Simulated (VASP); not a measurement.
# HfO2 (P4_2/mnm) in VASP: further runs

The runs below take HfO2 through single point, with PBE.

Everything below comes from runs of VASP 6.6.1. Logs are shortened: lines on timing, memory, paths and dates and some standing lists are left out, and cuts for length are marked.

## (1) The cell of the first run

It takes space group P4_2/mnm (No. 136, tetragonal). The conventional cell has a = 4.561 Å, b = 4.561 Å, c = 3.127 Å, α = 90.00°, β = 90.00°, γ = 90.00°. Hf (site symmetry mmm) has 6 O at 1.97 to 2.01 Å within 2.6 Å. O (site symmetry m2m) has 3 Hf at 1.97 to 2.01 Å and 1 O at 2.52 Å within 2.6 Å.

## (2) Single point, PBE

Input file INCAR:

```
PREC = Accurate
ENCUT = 520
EDIFF = 1E-7
ISMEAR = 0
SIGMA = 0.02
LREAL = False
LASPH = True
NELM = 80
ALGO = Normal
ISIF = 2
LWAVE = False
LCHARG = True
GGA = PE
LELF = True
LVHAR = True
NBANDS = 31
```

Input file KPOINTS:

```
regular mesh
0
Gamma
  6 6 8
```

Input file POSCAR:

```
HfO2
1.0
    4.5614475353      0.0000000000      0.0000000000
    0.0000000000      4.5614475353      0.0000000000
    0.0000000000      0.0000000000      3.1268458840
Hf O
2 4
Direct
    0.0000000000      0.0000000000      0.0000000000
    0.5000000000      0.5000000000      0.5000000000
    0.1952913775      0.8047086225      0.5000000000
    0.3047086225      0.3047086225      0.0000000000
    0.6952913775      0.6952913775      0.0000000000
    0.8047086225      0.1952913775      0.5000000000
```

Potentials or basis: VASP PAW PBE potentials, release 64 (Hf_pv, O).

On the command line:

```sh
$ cat potpaw_PBE.64/Hf_pv/POTCAR potpaw_PBE.64/O/POTCAR > POTCAR
$ mpirun -np 1 vasp_std > vasp.out
```

OUTCAR:

```text
PREC = Accurate
   ENCUT = 520
   EDIFF = 1E-7
   ISMEAR = 0
   LREAL = False
   LASPH = True
   NELM = 80
   ISIF = 2
   GGA = PE

 ion  position               nearest neighbor table
   1  0.000  0.000  0.000-   4 1.97   5 1.97   3 2.01   6 2.01   3 2.01   6 2.01   2 3.58   2 3.58
                             2 3.58   2 3.58   2 3.58   2 3.58   2 3.58   2 3.58
   2  0.500  0.500  0.500-   3 1.97   6 1.97   5 2.01   4 2.01   4 2.01   5 2.01   1 3.58   1 3.58
                             1 3.58   1 3.58   1 3.58   1 3.58   1 3.58   1 3.58
   3  0.195  0.805  0.500-   2 1.97   1 2.01   1 2.01
   4  0.305  0.305  0.000-   1 1.97   2 2.01   2 2.01
   5  0.695  0.695  0.000-   1 1.97   2 2.01   2 2.01
   6  0.805  0.195  0.500-   2 1.97   1 2.01   1 2.01

  LATTYP: Found a simple tetragonal cell.
 ALAT       =     4.5614475353
 C/A-ratio  =     0.6854942120

  Lattice vectors:

 A1 = (   4.5614475353,   0.0000000000,   0.0000000000)
 A2 = (   0.0000000000,   4.5614475353,   0.0000000000)
 A3 = (   0.0000000000,   0.0000000000,   3.1268458840)

Analysis of symmetry for initial positions (statically):
=====================================================================
 Subroutine PRICEL returns:
 Original cell was already a primitive cell.

 Routine SETGRP: Setting up the symmetry group for a
 simple tetragonal supercell.

 Subroutine GETGRP returns: Found 16 space group operations
 (whereof  8 operations were pure point group operations)
 out of a pool of 16 trial point group operations.

The static configuration has the point symmetry D_2h.
 The point group associated with its full space group is D_4h.

Analysis of symmetry for dynamics (positions and initial velocities):
=====================================================================
 Subroutine PRICEL returns:
 Original cell was already a primitive cell.

 Routine SETGRP: Setting up the symmetry group for a
 simple tetragonal supercell.

 Subroutine GETGRP returns: Found 16 space group operations
 (whereof  8 operations were pure point group operations)
 out of a pool of 16 trial point group operations.

The dynamic configuration has the point symmetry D_2h.
 The point group associated with its full space group is D_4h.

 Subroutine INISYM returns: Found 16 space group operations
 (whereof  8 operations are pure point group operations),
 and found     1 'primitive' translations

----------------------------------------------------------------------------------------

                                     Primitive cell

  volume of cell :      65.0597

  direct lattice vectors                    reciprocal lattice vectors
     4.561447535  0.000000000  0.000000000     0.219228653  0.000000000  0.000000000
     0.000000000  4.561447535  0.000000000     0.000000000  0.219228653  0.000000000
     0.000000000  0.000000000  3.126845884     0.000000000  0.000000000  0.319811093

  length of vectors
     4.561447535  4.561447535  3.126845884     0.219228653  0.219228653  0.319811093

  position of ions in fractional coordinates (direct lattice)
     0.000000000  0.000000000  0.000000000
     0.500000000  0.500000000  0.500000000
     0.195291377  0.804708623  0.500000000
     0.304708623  0.304708623  0.000000000
     0.695291377  0.695291377  0.000000000
     0.804708623  0.195291377  0.500000000

  ion indices of the primitive-cell ions
   primitive index   ion index
                 1           1
                 2           2
                 3           3
                 4           4
                 5           5
                 6           6

----------------------------------------------------------------------------------------

 KPOINTS: regular mesh

Automatic generation of k-mesh.
 Grid dimensions read from file:
 generate k-points for:    6    6    8

 Generating k-lattice:

  Cartesian coordinates                     Fractional coordinates (reciprocal lattice)
     0.036538109  0.000000000  0.000000000     0.166666667  0.000000000  0.000000000
     0.000000000  0.036538109  0.000000000     0.000000000  0.166666667  0.000000000
     0.000000000  0.000000000  0.039976387     0.000000000  0.000000000  0.125000000

  Length of vectors
     0.036538109  0.036538109  0.039976387

  Shift w.r.t. Gamma in fractional coordinates (k-lattice)
     0.000000000  0.000000000  0.000000000

 Subroutine IBZKPT returns following result:
 ===========================================

 Found     50 irreducible k-points:

 Following reciprocal coordinates:
            Coordinates               Weight
  0.000000  0.000000  0.000000      1.000000
  0.166667  0.000000  0.000000      4.000000
  0.333333  0.000000  0.000000      4.000000
  0.500000  0.000000  0.000000      2.000000
  0.166667  0.166667  0.000000      4.000000
  0.333333  0.166667  0.000000      8.000000
[... 16 lines left out ...]
  0.333333  0.000000  0.250000      8.000000
  0.500000  0.000000  0.250000      4.000000
 [... further k-points ...]
[... 54 lines left out ...]
 NGX is ok and might be reduce to    36
   NGX = 17   NGY = 17   NGZ = 11

 number of electron      44.0000014 magnetization

 Free energy of the ion-electron system (eV)
  ---------------------------------------------------
  ext. energy  EPLUGINS =         0.00000000
  ---------------------------------------------------
  free energy    TOTEN  =       -59.47572927 eV

  energy without entropy =      -59.47572927  energy(sigma->0) =      -59.47572927

 E-fermi :   3.4670     XC(G=0): -11.6838

 val. band max:        3.3657182672   @ k =   0.0000   0.0000   0.0000
 cond. band min:       7.8673302565   @ k =   0.0000   0.0000   0.0000
 fundamental gap:      4.5016119894
 Fermi energy:         3.4669958016

 k-point     1 :       0.0000    0.0000    0.0000
  band No.  band energies     occupation
      1     -25.6532      2.00000
      2     -25.6532      2.00000
      3     -25.1302      2.00000
      4     -25.1302      2.00000
      5     -24.9971      2.00000
      6     -24.8755      2.00000
[... 23 lines left out ...]
     30      13.5308      0.00000
     31      14.6794      0.00000

 k-point     2 :       0.1667    0.0000    0.0000
  band No.  band energies     occupation
      1     -25.6248      2.00000
      2     -25.6203      2.00000
      3     -25.1727      2.00000
      4     -25.1672      2.00000
      5     -24.9890      2.00000
      6     -24.8837      2.00000
[... 23 lines left out ...]
     30      13.6419      0.00000
     31      14.8326      0.00000

 k-point     3 :       0.3333    0.0000    0.0000
  band No.  band energies     occupation
      1     -25.5431      2.00000
      2     -25.5290      2.00000
      3     -25.2822      2.00000
      4     -25.2666      2.00000
      5     -24.9666      2.00000
      6     -24.9058      2.00000
[... 23 lines left out ...]
     30      13.7219      0.00000
     31      15.0887      0.00000

 k-point     4 :       0.5000    0.0000    0.0000
  band No.  band energies     occupation
      1     -25.4276      2.00000
      2     -25.4276      2.00000
      3     -25.3917      2.00000
      4     -25.3917      2.00000
      5     -24.9362      2.00000
      6     -24.9362      2.00000
[... 23 lines left out ...]
     30      13.0505      0.00000
     31      15.4262      0.00000

 k-point     5 :       0.1667    0.1667    0.0000
  band No.  band energies     occupation
      1     -25.6650      2.00000
      2     -25.5255      2.00000
      3     -25.2823      2.00000
      4     -25.1238      2.00000
      5     -24.9818      2.00000
      6     -24.8906      2.00000
[... 23 lines left out ...]
     30      14.2023      0.00000
     31      14.7962      0.00000
[... 542 lines left out ...]
     30      14.5949      0.00000
     31      15.2875      0.00000

 k-point    22 :       0.1667    0.0000    0.2500
  band No.  band energies     occupation
      1     -25.5588      2.00000
      2     -25.5111      2.00000
      3     -25.3953      2.00000
      4     -25.3915      2.00000
      5     -25.1497      2.00000
      6     -25.1321      2.00000
[... 23 lines left out ...]
     30      14.6769      0.00000
     31      14.8551      0.00000

 k-point    23 :       0.3333    0.0000    0.2500
  band No.  band energies     occupation
      1     -25.5882      2.00000
      2     -25.5385      2.00000
      3     -25.3664      2.00000
      4     -25.3037      2.00000
      5     -25.2000      2.00000
      6     -25.1518      2.00000
[... 23 lines left out ...]
     30      13.6824      0.00000
     31      15.1443      0.00000

 k-point    24 :       0.5000    0.0000    0.2500
  band No.  band energies     occupation
      1     -25.5770      2.00000
      2     -25.5770      2.00000
      3     -25.3024      2.00000
      4     -25.3024      2.00000
      5     -25.1973      2.00000
      6     -25.1973      2.00000
[... 23 lines left out ...]
     30      12.8089      0.00000
     31      15.5132      0.00000

 [... further k-points ...]
[... 5 lines left out ...]
  --------------------------------------------------------------------------------------
  -------------------------------------------------------------------------------------
  Total       18.9845225     18.9845225     18.6392755      0.0000000      0.0000000      0.0000000
  in kB      467.5180852    467.5180852    459.0159389      0.0000000      0.0000000      0.0000000
  external PRESSURE =     464.6840365 kB  Pullay stress =       0.0000000 kB

 VOLUME and BASIS-vectors are now :
 -----------------------------------------------------------------------------
  energy-cutoff  :      520.00
  volume of cell :       65.06
      direct lattice vectors                 reciprocal lattice vectors
     4.561447535  0.000000000  0.000000000     0.219228653  0.000000000  0.000000000
     0.000000000  4.561447535  0.000000000     0.000000000  0.219228653  0.000000000
     0.000000000  0.000000000  3.126845884     0.000000000  0.000000000  0.319811093

 POSITION                                       TOTAL-FORCE (eV/Angst)
 -----------------------------------------------------------------------------------
      0.00000      0.00000      0.00000         0.000000      0.000000     -0.000000
      2.28072      2.28072      1.56342         0.000000      0.000000     -0.000000
      0.89081      3.67064      1.56342        -0.035459      0.035459     -0.000000
      1.38991      1.38991      0.00000         0.035459      0.035459      0.000000
      3.17154      3.17154      0.00000        -0.035459     -0.035459     -0.000000
      3.67064      0.89081      1.56342         0.035459     -0.035459     -0.000000
 -----------------------------------------------------------------------------------
    total drift:                                0.000000     -0.000000     -0.000000

  FREE ENERGIE OF THE ION-ELECTRON SYSTEM (eV)
  ---------------------------------------------------
  free  energy   TOTEN  =       -59.4757292664 eV

  energy  without entropy=      -59.4757292664  energy(sigma->0) =      -59.47572927
```

Wall time 2.2 min (1 thread of Intel Xeon 8259CL, shared host); peak memory 0.23 GiB.

Results:

- Free energy: -59.4757 eV
- Pressure: 46.5 GPa
- Largest force: 0.050 eV/Å
- Band gap on the k mesh: 4.50 eV

Forces in eV/Å, atoms in the order of the input:
```
Hf   0.000  0.000  0.000
Hf   0.000  0.000  0.000
O   -0.035  0.035  0.000
O    0.035  0.035  0.000
O   -0.035 -0.035  0.000
O    0.035 -0.035  0.000
```

Caveat: the cell stands under pressure; spin-orbit coupling is left out, which moves the levels of the heavy elements.

## (3) Single point, PBE

This run uses another cell than the first one, of 11.64 Å³/atom.

Input file INCAR:

```
PREC = Accurate
ENCUT = 520
EDIFF = 1E-6
ISMEAR = 0
SIGMA = 0.02
LREAL = False
LASPH = True
NELM = 60
ALGO = Normal
ISIF = 2
LWAVE = False
LCHARG = False
GGA = PE
NBANDS = 31
```

Input file KPOINTS:

```
Automatic mesh
0
Gamma
  6 6 8
```

Input file POSCAR:

```
HfO2
1.0
    4.6937062552      0.0000000000      0.0000000000
    0.0000000000      4.6937062552      0.0000000000
    0.0000000000      0.0000000000      3.1712660916
Hf O
2 4
Direct
    0.0000000000      0.0000000000      0.0000000000
    0.5000000000      0.5000000000      0.5000000000
    0.1955815310      0.8044184690      0.5000000000
    0.3044184690      0.3044184690      0.0000000000
    0.6955815310      0.6955815310      0.0000000000
    0.8044184690      0.1955815310      0.5000000000
```

Potentials or basis: VASP PAW PBE potentials, release 64 (Hf_pv, O).

On the command line:

```sh
$ cat potpaw_PBE.64/Hf_pv/POTCAR potpaw_PBE.64/O/POTCAR > POTCAR
$ mpirun -np 1 vasp_std > vasp.out
```

Run time: 2 min. Hardware: 1 thread of Intel Xeon 8259CL, shared host; peak memory 0.23 GiB.

The run converged. Its results:

```
Free energy            : -60.4884 eV
Pressure               : 21.8 GPa
Largest force          : 0.047 eV/Å
Band gap on the k mesh : 4.20 eV
```

Forces on the atoms (eV/Å):
```
Hf   0.000  0.000  0.000
Hf   0.000  0.000  0.000
O   -0.033  0.033  0.000
O    0.033  0.033  0.000
O   -0.033 -0.033  0.000
O    0.033 -0.033  0.000
```

Stress tensor (GPa, compression positive):
```
22.02  0.00  0.00
 0.00 22.02  0.00
 0.00  0.00 21.27
```

Levels at points of the mesh, in eV from the valence-band top:
```csv
k point,band 18,band 19,band 20,band 21,band 22,band 23,band 24,band 25,band 26,band 27
"(0.00, 0.00, 0.00)",-1.67,-0.75,-0.45,-0.45,0.00,4.20,4.30,5.53,5.88,5.88
"(0.50, 0.00, 0.00)",-2.88,-1.55,-1.55,-0.71,-0.71,4.91,4.91,6.63,6.63,6.90
"(0.50, 0.50, 0.00)",-1.90,-1.16,-1.16,-0.74,-0.74,4.46,4.46,5.96,5.96,7.07
"(0.00, 0.00, 0.50)",-2.38,-1.95,-1.95,-0.93,-0.93,6.02,6.02,6.33,6.33,6.52
"(0.50, 0.00, 0.50)",-1.88,-1.75,-1.75,-0.98,-0.98,4.40,4.40,6.64,6.64,7.44
"(0.50, 0.50, 0.50)",-1.93,-1.21,-1.21,-0.48,-0.48,5.43,5.43,6.28,6.28,6.72
```

Caveat: the cell stands under pressure; spin-orbit coupling is left out, which moves the levels of the heavy elements.

## (4) Single point, PBE

This run uses another cell than the first one, of 11.64 Å³/atom.

Input file INCAR:

```
SYSTEM = HfO2
PREC = Accurate
ENCUT = 520
EDIFF = 1E-6
ISMEAR = 0
SIGMA = 0.02
LREAL = .FALSE.
LASPH = .TRUE.
NELM = 60
ALGO = Normal
ISIF = 2
LWAVE = .FALSE.
LCHARG = .TRUE.
GGA = PE
LELF = .TRUE.
LVHAR = .TRUE.
NBANDS = 31
```

Input file KPOINTS:

```
regular mesh
0
G
  6 6 8
  0 0 0
```

POSCAR is that of step 3.

On the command line:

```sh
$ cat potpaw_PBE.64/Hf_pv/POTCAR potpaw_PBE.64/O/POTCAR > POTCAR
$ mpirun -np 1 vasp_std > vasp.out
```

It took 2.1 min on 1 thread of Intel Xeon 8259CL, shared host; peak memory 0.23 GiB.

Results (log left out):

```
Free energy            : -60.4884 eV
Pressure               : 21.8 GPa
Largest force          : 0.047 eV/Å
Band gap on the k mesh : 4.20 eV
```

Forces on the atoms (eV/Å):
```
Hf   0.000  0.000  0.000
Hf   0.000  0.000  0.000
O   -0.033  0.033  0.000
O    0.033  0.033  0.000
O   -0.033 -0.033  0.000
O    0.033 -0.033  0.000
```

Stress tensor (GPa, compression positive):
```
22.02  0.00  0.00
 0.00 22.02  0.00
 0.00  0.00 21.27
```

Levels at points of the mesh, in eV from the valence-band top:
```tsv
k point	band 18	band 19	band 20	band 21	band 22	band 23	band 24	band 25	band 26	band 27
(0.00, 0.00, 0.00)	-1.67	-0.75	-0.45	-0.45	0.00	4.20	4.30	5.53	5.88	5.88
(0.50, 0.00, 0.00)	-2.88	-1.55	-1.55	-0.71	-0.71	4.91	4.91	6.63	6.63	6.90
(0.50, 0.50, 0.00)	-1.90	-1.16	-1.16	-0.74	-0.74	4.46	4.46	5.96	5.96	7.07
(0.00, 0.00, 0.50)	-2.38	-1.95	-1.95	-0.93	-0.93	6.02	6.02	6.33	6.33	6.52
(0.50, 0.00, 0.50)	-1.88	-1.75	-1.75	-0.98	-0.98	4.40	4.40	6.64	6.64	7.44
(0.50, 0.50, 0.50)	-1.93	-1.21	-1.21	-0.48	-0.48	5.43	5.43	6.28	6.28	6.72
```

Caveat: the cell stands under pressure; spin-orbit coupling is left out, which moves the levels of the heavy elements. A k mesh can miss the band edges.

## (5) Single point, PBE

This run uses another cell than the first one, of 12.20 Å³/atom.

Input file INCAR:

```
SYSTEM = HfO2
ALGO = Normal
EDIFF = 1E-6
ENCUT = 520
GGA = PE
ISIF = 2
ISMEAR = 0
LASPH = .TRUE.
LCHARG = .TRUE.
LELF = .TRUE.
LREAL = .FALSE.
LVHAR = .TRUE.
LWAVE = .FALSE.
NBANDS = 31
NELM = 80
PREC = Accurate
SIGMA = 0.02
```

Input file KPOINTS:

```
k-points
0
G
  6 6 8
  0 0 0
```

Input file POSCAR:

```
HfO2
1.0
    4.7806946026      0.0000000000      0.0000000000
    0.0000000000      4.7806946026      0.0000000000
    0.0000000000      0.0000000000      3.2018443207
Hf O
2 4
Direct
    0.0000000000      0.0000000000      0.0000000000
    0.5000000000      0.5000000000      0.5000000000
    0.1954195479      0.8045804521      0.5000000000
    0.3045804521      0.3045804521      0.0000000000
    0.6954195479      0.6954195479      0.0000000000
    0.8045804521      0.1954195479      0.5000000000
```

On the command line:

```sh
$ cat potpaw_PBE.64/Hf_pv/POTCAR potpaw_PBE.64/O/POTCAR > POTCAR
$ mpirun -np 1 vasp_std > vasp.out
```

Wall time 2.1 min (1 thread of Intel Xeon 8259CL, shared host); peak memory 0.24 GiB.

Results (log left out):

```
Free energy            : -60.8079 eV
Pressure               : 9.0 GPa
Largest force          : 0.047 eV/Å
Band gap on the k mesh : 4.02 eV
```

Forces on the atoms (eV/Å):
```
Hf   0.000  0.000  0.000
Hf   0.000  0.000  0.000
O   -0.033  0.033  0.000
O    0.033  0.033  0.000
O   -0.033 -0.033  0.000
O    0.033 -0.033  0.000
```

Stress tensor (GPa, compression positive):
```
9.23 0.00 0.00
0.00 9.23 0.00
0.00 0.00 8.55
```

Levels at points of the mesh, in eV from the valence-band top:
```
           k point  band 20  band 21  band 22  band 23  band 24  band 25
(0.00, 0.00, 0.00)    -0.49    -0.49     0.00     4.02     4.17     5.31
(0.50, 0.00, 0.00)    -1.50    -0.68    -0.68     4.70     4.70     6.33
(0.50, 0.50, 0.00)    -1.16    -0.81    -0.81     4.27     4.27     5.73
(0.00, 0.00, 0.50)    -2.03    -0.96    -0.96     5.73     5.73     6.16
(0.50, 0.00, 0.50)    -1.76    -0.95    -0.95     4.25     4.25     6.41
(0.50, 0.50, 0.50)    -1.13    -0.50    -0.50     5.22     5.22     5.98
```

Caveat: the cell stands under pressure; spin-orbit coupling is left out, which moves the levels of the heavy elements.

## (6) Summary

| cell | gap on the mesh (eV) | pressure (GPa) | largest force (eV/Å) |
| --- | --- | --- | --- |
| a = 4.561, b = 4.561, c = 3.127 Å, 6 atoms, atomic positions A | 4.50 | 46.5 | 0.05 |
| a = 4.694, b = 4.694, c = 3.171 Å, 6 atoms, atomic positions B | 4.20 | 21.8 | 0.05 |
| a = 4.781, b = 4.781, c = 3.202 Å, 6 atoms, atomic positions C | 4.02 | 9.0 | 0.05 |

Alike in all rows: task single point; level PBE; potentials or basis VASP PAW PBE potentials, release 64 (Hf_pv, O); no spin polarisation; k mesh 6 × 6 × 8; cutoff (eV) 520; smearing gaussian 0.02 eV.

Caveats: the cell stands under pressure; spin-orbit coupling is left out, which moves the levels of the heavy elements.

Total energies depend on the potentials used, so only differences within one code and one set of settings carry meaning.
